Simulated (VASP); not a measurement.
# BAs (F-43m) in VASP: a series of runs

The runs below take BAs through electric field gradients, with PBE.

Everything below comes from runs of VASP 6.6.1. Logs are shortened: lines on timing, memory, paths and dates and some standing lists are left out, and cuts for length are marked.

## (1) The cell of the first run

The structure is cubic, space group F-43m (No. 216). Conventional cell: a = 4.809 Å, b = 4.809 Å, c = 4.809 Å, α = 90.00°, β = 90.00°, γ = 90.00°. Within 2.8 Å of B (site symmetry -43m) lie 4 As at 2.08 Å. As (site symmetry -43m) has 4 B at 2.08 Å within 2.8 Å.

## (2) Electric field gradients, PBE (volume scaled by 1.02)

INCAR reads:

```
PREC = Accurate
ENCUT = 520
EDIFF = 1E-8
ISMEAR = -1
SIGMA = 0.05
LREAL = False
LASPH = True
NELM = 100
ALGO = Normal
ISIF = 2
LWAVE = False
LCHARG = False
GGA = PE
LEFG = True
NBANDS = 11
```

KPOINTS reads:

```
regular mesh
0
Gamma
  13 13 13
```

POSCAR reads:

```
BAs
1.0
    0.0000000000      2.4043183418      2.4043183418
    2.4043183418      0.0000000000      2.4043183418
    2.4043183418      2.4043183418      0.0000000000
B As
1 1
Direct
    0.0000000000      0.0000000000      0.0000000000
    0.7500000000      0.7500000000      0.7500000000
```

Potentials or basis: VASP PAW PBE potentials, release 64 (B, As).

The run is started by

```sh
$ cat potpaw_PBE.64/B/POTCAR potpaw_PBE.64/As/POTCAR > POTCAR
$ mpirun -np 1 vasp_std > vasp.out
```

OUTCAR:

```text
PREC = Accurate
   ENCUT = 520
   EDIFF = 1E-8
   ISMEAR = -1
   LREAL = False
   LASPH = True
   NELM = 100
   ISIF = 2
   GGA = PE

 ion  position               nearest neighbor table
   1  0.000  0.000  0.000-   2 2.08   2 2.08   2 2.08   2 2.08
   2  0.750  0.750  0.750-   1 2.08   1 2.08   1 2.08   1 2.08

  LATTYP: Found a face centered cubic cell.
 ALAT       =     4.8086366836

  Lattice vectors:

 A1 = (   0.0000000000,   2.4043183418,   2.4043183418)
 A2 = (   2.4043183418,   0.0000000000,   2.4043183418)
 A3 = (   2.4043183418,   2.4043183418,   0.0000000000)

Analysis of symmetry for initial positions (statically):
=====================================================================
 Subroutine PRICEL returns:
 Original cell was already a primitive cell.

 Routine SETGRP: Setting up the symmetry group for a
 face centered cubic supercell.

 Subroutine GETGRP returns: Found 24 space group operations
 (whereof 24 operations were pure point group operations)
 out of a pool of 48 trial point group operations.

The static configuration has the point symmetry T_d .

Analysis of symmetry for dynamics (positions and initial velocities):
=====================================================================
 Subroutine PRICEL returns:
 Original cell was already a primitive cell.

 Routine SETGRP: Setting up the symmetry group for a
 face centered cubic supercell.

 Subroutine GETGRP returns: Found 24 space group operations
 (whereof 24 operations were pure point group operations)
 out of a pool of 48 trial point group operations.

The dynamic configuration has the point symmetry T_d .

 Subroutine INISYM returns: Found 24 space group operations
 (whereof 24 operations are pure point group operations),
 and found     1 'primitive' translations

----------------------------------------------------------------------------------------

                                     Primitive cell

  volume of cell :      27.7975

  direct lattice vectors                    reciprocal lattice vectors
     0.000000000  2.404318342  2.404318342    -0.207959151  0.207959151  0.207959151
     2.404318342  0.000000000  2.404318342     0.207959151 -0.207959151  0.207959151
     2.404318342  2.404318342  0.000000000     0.207959151  0.207959151 -0.207959151
[... 133 lines left out ...]

 val. band max:        5.9092853409   @ k =   0.0000   0.0000   0.0000
 cond. band min:       7.1093630361   @ k =   0.3846   0.3846   0.0000
 fundamental gap:      1.2000776951
 Fermi energy:         6.4931667959

 k-point     1 :       0.0000    0.0000    0.0000
  band No.  band energies     occupation
      1      -9.3127      2.00000
      2       5.9093      1.99998
      3       5.9093      1.99998
      4       5.9093      1.99998
      5       9.1612      0.00000
      6       9.1612      0.00000
      7       9.1612      0.00000
      8      10.3455      0.00000
      9      15.3973      0.00000
     10      18.7803      0.00000
     11      18.7803      0.00000
[... 309 lines left out ...]
 k-point    24 :       0.4615    0.1538    0.0000
  band No.  band energies     occupation
      1      -6.6365      2.00000
      2      -1.8266      2.00000
      3       2.6743      2.00000
      4       3.4100      2.00000
      5       8.9515      0.00000
      6      11.1656      0.00000
      7      12.1491      0.00000
      8      13.7664      0.00000
      9      17.5429      0.00000
     10      19.8401      0.00000
     11      20.7821      0.00000

 [... further k-points ...]

------------------------ aborting loop because EDIFF is reached ----------------------------------------

  FORCE on cell =-STRESS in cart. coord.  units (eV):
  Direction    XX          YY          ZZ          XY          YZ          ZX
  --------------------------------------------------------------------------------------
  -------------------------------------------------------------------------------------
  Total        0.1136046      0.1136046      0.1136046     -0.0000000      0.0000000     -0.0000000
  in kB        6.5478771      6.5478771      6.5478771     -0.0000000      0.0000000     -0.0000000
  external PRESSURE =       6.5478771 kB  Pullay stress =       0.0000000 kB

 VOLUME and BASIS-vectors are now :
 -----------------------------------------------------------------------------
  energy-cutoff  :      520.00
  volume of cell :       27.80
      direct lattice vectors                 reciprocal lattice vectors
     0.000000000  2.404318342  2.404318342    -0.207959151  0.207959151  0.207959151
     2.404318342  0.000000000  2.404318342     0.207959151 -0.207959151  0.207959151
     2.404318342  2.404318342  0.000000000     0.207959151  0.207959151 -0.207959151

 POSITION                                       TOTAL-FORCE (eV/Angst)
 -----------------------------------------------------------------------------------
      0.00000      0.00000      0.00000         0.000000     -0.000000     -0.000000
      3.60648      3.60648      3.60648        -0.000000      0.000000      0.000000
 -----------------------------------------------------------------------------------
    total drift:                                0.000000      0.000000      0.000000

  FREE ENERGIE OF THE ION-ELECTRON SYSTEM (eV)
  ---------------------------------------------------
  free  energy   TOTEN  =       -11.4137514923 eV

  energy  without entropy=      -11.4137514524  energy(sigma->0) =      -11.41375147

 Electric field gradients (V/A^2)
---------------------------------------------------------------------
 ion       V_xx      V_yy      V_zz      V_xy      V_xz      V_yz
---------------------------------------------------------------------
   1       0.000    -0.000     0.000    -0.000    -0.000    -0.000
   2       0.000    -0.000    -0.000     0.000     0.000     0.000
---------------------------------------------------------------------

 Electric field gradients after diagonalization (V/A^2)
 (convention: |V_zz| > |V_xx| > |V_yy|)
----------------------------------------------------------------------
 ion       V_xx      V_yy      V_zz     asymmetry (V_yy - V_xx)/ V_zz
----------------------------------------------------------------------
   1       0.000     0.000    -0.000       0.000
   2      -0.000    -0.000     0.000       0.000
----------------------------------------------------------------------

           NMR quadrupolar parameters

 Cq : quadrupolar parameter    Cq=e*Q*V_zz/h
 eta: asymmetry parameters     (V_yy - V_xx)/ V_zz
 Q  : nuclear electric quadrupole moment in mb (millibarn)
----------------------------------------------------------------------
 ion       Cq(MHz)       eta       Q (mb)
----------------------------------------------------------------------
   1      -0.000       0.000       1.000
   2       0.000       0.000       1.000
----------------------------------------------------------------------
```

Run time: 66 s. Hardware: 1 thread of AMD EPYC 7R13, shared host; peak memory 0.14 GiB.

What came out:

```yaml
Free_energy: -11.4138 eV
Pressure: 0.7 GPa
Band_gap_on_the_k_mesh: 1.20 eV, indirect (least direct gap 3.25 eV)
```

Caveat: without QUAD_EFG the Cq values of the log hold for a quadrupole moment of 1 mb, not for the nuclei.

## (3) Electric field gradients, PBE (volume scaled by 1.04)

INCAR reads:

```
SYSTEM = BAs
  ALGO = Normal
  EDIFF = 1E-8
  ENCUT = 520
  GGA = PE
  ISIF = 2
  ISMEAR = -1
  LASPH = .True.
  LCHARG = .False.
  LEFG = .True.
  LREAL = .False.
  LWAVE = .False.
  NBANDS = 11
  NELM = 100
  PREC = Accurate
  SIGMA = 0.05
```

KPOINTS reads:

```
k-points
0
Gamma
  13 13 13
  0 0 0
```

POSCAR reads:

```
BAs
1.0
    0.0000000000      2.4199312360      2.4199312360
    2.4199312360      0.0000000000      2.4199312360
    2.4199312360      2.4199312360      0.0000000000
B As
1 1
Direct
    0.0000000000      0.0000000000      0.0000000000
    0.7500000000      0.7500000000      0.7500000000
```

Potentials or basis: VASP PAW PBE potentials, release 64 (B, As).

The run is started by

```sh
$ cat potpaw_PBE.64/B/POTCAR potpaw_PBE.64/As/POTCAR > POTCAR
$ mpirun -np 1 vasp_std > vasp.out
```

OUTCAR:

```text
SYSTEM = BAs
   EDIFF = 1E-8
   ENCUT = 520
   GGA = PE
   ISIF = 2
   ISMEAR = -1
   LASPH = .True.
   LREAL = .False.
   NELM = 100
   PREC = Accurate

 ion  position               nearest neighbor table
   1  0.000  0.000  0.000-   2 2.10   2 2.10   2 2.10   2 2.10
   2  0.750  0.750  0.750-   1 2.10   1 2.10   1 2.10   1 2.10

  LATTYP: Found a face centered cubic cell.
 ALAT       =     4.8398624720

  Lattice vectors:

 A1 = (   0.0000000000,   2.4199312360,   2.4199312360)
 A2 = (   2.4199312360,   0.0000000000,   2.4199312360)
[... 548 lines left out ...]
  ---------------------------------------------------
  free  energy   TOTEN  =       -11.4117356321 eV

  energy  without entropy=      -11.4117355984  energy(sigma->0) =      -11.41173562

 Electric field gradients (V/A^2)
---------------------------------------------------------------------
 ion       V_xx      V_yy      V_zz      V_xy      V_xz      V_yz
---------------------------------------------------------------------
   1      -0.000     0.000    -0.000    -0.000    -0.000    -0.000
   2       0.000    -0.000    -0.000     0.000     0.000     0.000
---------------------------------------------------------------------

 Electric field gradients after diagonalization (V/A^2)
 (convention: |V_zz| > |V_xx| > |V_yy|)
----------------------------------------------------------------------
 ion       V_xx      V_yy      V_zz     asymmetry (V_yy - V_xx)/ V_zz
----------------------------------------------------------------------
   1       0.000     0.000    -0.000       0.000
   2      -0.000    -0.000     0.000       0.000
----------------------------------------------------------------------

           NMR quadrupolar parameters

 Cq : quadrupolar parameter    Cq=e*Q*V_zz/h
 eta: asymmetry parameters     (V_yy - V_xx)/ V_zz
 Q  : nuclear electric quadrupole moment in mb (millibarn)
----------------------------------------------------------------------
 ion       Cq(MHz)       eta       Q (mb)
----------------------------------------------------------------------
   1      -0.000       0.000       1.000
   2       0.000       0.000       1.000
----------------------------------------------------------------------
```

stdout:

```text
POSCAR found type information on POSCAR B As
 POSCAR found :  2 types and       2 ions
 scaLAPACK will be used
 LDA part: xc-table for (Slater+PW92), standard interpolation
 POSCAR, INCAR and KPOINTS ok, starting setup
 FFT: planning ... GRIDC
 FFT: planning ... GRID_SOFT
 FFT: planning ... GRID
 WAVECAR not read
 entering main loop
ion   1

ion   2
```

Run time: 57 s. Hardware: 1 thread of AMD EPYC 7R13, shared host; peak memory 0.14 GiB.

Results:

```
Free energy            : -11.4117 eV
Pressure               : -1.9 GPa
Band gap on the k mesh : 1.22 eV, indirect (least direct gap 3.23 eV)
```

Caveat: without QUAD_EFG the Cq values of the log hold for a quadrupole moment of 1 mb, not for the nuclei.

(Continued in part 2 of 2.)
